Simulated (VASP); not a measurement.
# SrO (Fm-3m) in VASP: a series of runs, part 2 of 2

VASP 6.6.1. Earlier steps stand in the parts before.

## (3) Dielectric tensor, r2SCAN (strain +1.0%)

The input, INCAR:

```
ALGO     = Normal         # electronic algorithm
EDIFF    = 1E-8           # SCF threshold, eV
ENCUT    = 520            # plane-wave cutoff, eV
ISIF     = 2              # what is computed and relaxed
ISMEAR   = 0              # smearing method
LASPH    = True           # aspherical terms in the spheres
LCALCEPS = True         
LCHARG   = False          # write CHGCAR
LMIXTAU  = True         
LREAL    = False          # projectors in reciprocal space
LWAVE    = False          # write WAVECAR
METAGGA  = R2SCAN         # meta-GGA
NELM     = 60             # most SCF steps
PREC     = Accurate       # precision mode
SIGMA    = 0.01           # smearing width, eV
```

The input, KPOINTS:

```
k-points
0
Gamma
  8 8 8
```

The input, POSCAR:

```
SrO
1.0
    0.0000000000      2.6056912491      2.6056912491
    2.6056912491      0.0000000000      2.6056912491
    2.6056912491      2.6056912491      0.0000000000
Sr O
1 1
Direct
    0.0000000000      0.0000000000      0.0000000000
    0.5000000000      0.5000000000      0.5000000000
```

Potentials or basis: VASP PAW PBE potentials, release 64 (Sr_sv, O).

Started as:

```
> cat potpaw_PBE.64/Sr_sv/POTCAR potpaw_PBE.64/O/POTCAR > POTCAR
> mpirun -np 1 vasp_std > vasp.out
```

OUTCAR:

```text
EDIFF = 1E-8
   ENCUT = 520
   ISIF = 2
   ISMEAR = 0
   LASPH = True
   LREAL = False
   METAGGA = R2SCAN
   NELM = 60
   PREC = Accurate

 ion  position               nearest neighbor table
   1  0.000  0.000  0.000-   2 2.61   2 2.61   2 2.61   2 2.61   2 2.61   2 2.61
   2  0.500  0.500  0.500-   1 2.61   1 2.61   1 2.61   1 2.61   1 2.61   1 2.61

  LATTYP: Found a face centered cubic cell.
 ALAT       =     5.2113824982

  Lattice vectors:

 A1 = (   0.0000000000,   2.6056912491,   2.6056912491)
 A2 = (   2.6056912491,   0.0000000000,   2.6056912491)
 A3 = (   2.6056912491,   2.6056912491,   0.0000000000)

Analysis of symmetry for initial positions (statically):
=====================================================================
 Subroutine PRICEL returns:
 Original cell was already a primitive cell.

 Routine SETGRP: Setting up the symmetry group for a
 face centered cubic supercell.

 Subroutine GETGRP returns: Found 48 space group operations
 (whereof 48 operations were pure point group operations)
 out of a pool of 48 trial point group operations.

The static configuration has the point symmetry O_h .

Analysis of symmetry for dynamics (positions and initial velocities):
=====================================================================
 Subroutine PRICEL returns:
 Original cell was already a primitive cell.

 Routine SETGRP: Setting up the symmetry group for a
 face centered cubic supercell.

 Subroutine GETGRP returns: Found 48 space group operations
 (whereof 48 operations were pure point group operations)
 out of a pool of 48 trial point group operations.

The dynamic configuration has the point symmetry O_h .

 Subroutine INISYM returns: Found 48 space group operations
 (whereof 48 operations are pure point group operations),
[... 509 lines left out ...]
      9   10000.0000      0.00000
     10   10000.0000      0.00000
     11   10000.0000      0.00000
     12   10000.0000      0.00000

 [... further k-points ...]

------------------------ aborting loop because EDIFF is reached ----------------------------------------

            Ionic dipole moment: p[ion]=(   -15.63415   -15.63415   -15.63415 ) |e| Angst

 Total electronic dipole moment: p[elc]=(     0.00000     0.00000     0.00489 ) |e| Angst

 MACROSCOPIC STATIC DIELECTRIC TENSOR (including local field effects)
 ------------------------------------------------------
           3.502789    -0.000000     0.000000
           0.000000     3.502789     0.000000
           0.000000    -0.000000     3.502789
 ------------------------------------------------------

 PIEZOELECTRIC TENSOR (including local field effects) (e Angst)
          XX          YY          ZZ          XY          YZ          ZX
  --------------------------------------------------------------------------------
  x     0.00000     0.00000     0.00000     0.00000     0.00000     0.00000
  y     0.00000     0.00000     0.00000     0.00000     0.00000     0.00000
  z     0.00000     0.00000     0.00000     0.00000     0.00000     0.00000

 PIEZOELECTRIC TENSOR (including local field effects) (C/m^2)
          XX          YY          ZZ          XY          YZ          ZX
  --------------------------------------------------------------------------------
  x     0.00000     0.00000     0.00000     0.00000     0.00000     0.00000
  y     0.00000     0.00000     0.00000     0.00000     0.00000     0.00000
  z     0.00000     0.00000     0.00000     0.00000     0.00000     0.00000

 BORN EFFECTIVE CHARGES (including local field effects) (in |e|, cummulative output)
 ---------------------------------------------------------------------------------
 ion    1
    1     2.40096    -0.00000    -0.00000
    2     0.00000     2.40096     0.00000
    3     0.00000     0.00000     2.40096
 ion    2
    1    -2.40096     0.00000     0.00000
    2    -0.00000    -2.40096    -0.00000
    3    -0.00000    -0.00000    -2.40096

  FORCE on cell =-STRESS in cart. coord.  units (eV):
  Direction    XX          YY          ZZ          XY          YZ          ZX
  --------------------------------------------------------------------------------------
  -------------------------------------------------------------------------------------
  Total       -0.4754644     -0.4754644     -0.4754644      0.0000000      0.0000000      0.0000000
  in kB      -21.5292912    -21.5292912    -21.5292912      0.0000000      0.0000000      0.0000000
  external PRESSURE =     -21.5292912 kB  Pullay stress =       0.0000000 kB

 VOLUME and BASIS-vectors are now :
 -----------------------------------------------------------------------------
  energy-cutoff  :      520.00
  volume of cell :       35.38
      direct lattice vectors                 reciprocal lattice vectors
     0.000000000  2.605691249  2.605691249    -0.191887661  0.191887661  0.191887661
     2.605691249  0.000000000  2.605691249     0.191887661 -0.191887661  0.191887661
     2.605691249  2.605691249  0.000000000     0.191887661  0.191887661 -0.191887661

 POSITION                                       TOTAL-FORCE (eV/Angst)
 -----------------------------------------------------------------------------------
      0.00000      0.00000      0.00000         0.000000      0.000000     -0.000000
      2.60569      2.60569      2.60569        -0.000000     -0.000000      0.000000
 -----------------------------------------------------------------------------------
    total drift:                                0.000000      0.000000      0.000000

  FREE ENERGIE OF THE ION-ELECTRON SYSTEM (eV)
  ---------------------------------------------------
  free  energy   TOTEN  =       -27.0510466017 eV

  energy  without entropy=      -27.0510466017  energy(sigma->0) =      -27.05104660
```

stdout:

```text
POSCAR found type information on POSCAR SrO
 POSCAR found :  2 types and       2 ions
 scaLAPACK will be used
 -----------------------------------------------------------------------------
|                                                                             |
[... 116 lines left out ...]
dp_tot=( -0.248E-06 -0.283E-06  0.491E-02 )  diag[e(oo)]=(    ---      ---    3.51111 )
 p_tot=( -0.156E+02 -0.156E+02 -0.156E+02 )
dp_tot=( -0.249E-06 -0.284E-06  0.490E-02 )  diag[e(oo)]=(    ---      ---    3.50488 )
 p_tot=( -0.156E+02 -0.156E+02 -0.156E+02 )
dp_tot=( -0.250E-06 -0.285E-06  0.489E-02 )  diag[e(oo)]=(    ---      ---    3.50218 )
 final diagonalization full
 p_tot=( -0.156E+02 -0.156E+02 -0.156E+02 )
dp_tot=( -0.252E-06 -0.286E-06  0.489E-02 )  diag[e(oo)]=(    ---      ---    3.50275 )
```

Wall time 27 min (1 thread of Intel Xeon 6975P-C (Granite Rapids), shared host); peak memory 0.41 GiB.

Results:

- Band gap on the k mesh: 3.76 eV, indirect (least direct gap 3.87 eV)
- Electronic dielectric tensor (diagonal): 3.50
- Born charges (mean of the diagonal): Sr +2.40; O -2.40 e

Levels at points of the mesh, in eV from the valence-band top:
```tsv
k point	band 4	band 5	band 6	band 7	band 8	band 9	band 10	band 11	band 12
(0.00, 0.00, 0.00)	-14.68	-14.68	0.00	0.00	0.00	4.36	6.68	6.68	6.68
(0.50, 0.00, 0.00)	-14.75	-13.68	-2.04	-1.05	-1.05	6.93	8.75	9.25	9.25
(0.50, 0.50, 0.00)	-15.00	-15.00	-0.49	-0.11	-0.11	3.76	8.21	10.65	10.75
```

Electronic dielectric tensor:
```
3.50 0.00 0.00
0.00 3.50 0.00
0.00 0.00 3.50
```

Born effective charge tensors (e):
atom 1, Sr
```
2.40 0.00 0.00
0.00 2.40 0.00
0.00 0.00 2.40
```
atom 2, O
```
-2.40  0.00  0.00
 0.00 -2.40  0.00
 0.00  0.00 -2.40
```

Dipole moments of the cell (e·Å, modulo the quantum): ionic -15.634, -15.634, -15.634; electronic 0.000, 0.000, 0.005

Caveat: the cell differs from its parent crystal (strain +1.0%); the PAW data sets were made with another functional, which shifts forces and pressure a little. A k mesh can miss the band edges.
